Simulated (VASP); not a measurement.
Pb, 2 atoms in the cell. It takes space group P6_3/mmc (No. 194, hexagonal). Conventional cell: a = 3.603 Å, b = 3.603 Å, c = 5.941 Å, α = 90.00°, β = 90.00°, γ = 120.00°. Pb (site symmetry -6m2) has 12 Pb at 3.60 to 3.63 Å within 4.7 Å. This isn't the form of Pb at room conditions, which is fcc.

- Program: VASP 6.6.1
- Task: single point
- Functional: BLYP
- Potentials or basis: VASP PAW PBE potentials, release 64 (Pb_d)
- Cutoff: 520 eV
- k mesh: 11 × 11 × 6
- Occupations: fermi-dirac, width 0.1 eV
- Spin: no spin polarisation
- Dipole correction: no
- Further INCAR settings: ALGO = Normal; EDIFF = 1e-06; NBANDS = 21

Potentials or basis: VASP PAW PBE potentials, release 64 (Pb_d).

The run is started by

```console
$ cat potpaw_PBE.64/Pb_d/POTCAR > POTCAR
$ mpirun -np 1 vasp_std > vasp.out
```

Hardware: 1 thread of Intel(R) Xeon(R) 6975P-C (Granite Rapids) (shared host).

Task: How long does it take, and how much memory?

Result: Wall time 30 s on 1 thread of Intel(R) Xeon(R) 6975P-C (Granite Rapids) (shared host), peak memory 0.22 GiB. Counts: scf iterations 11, k points 64.
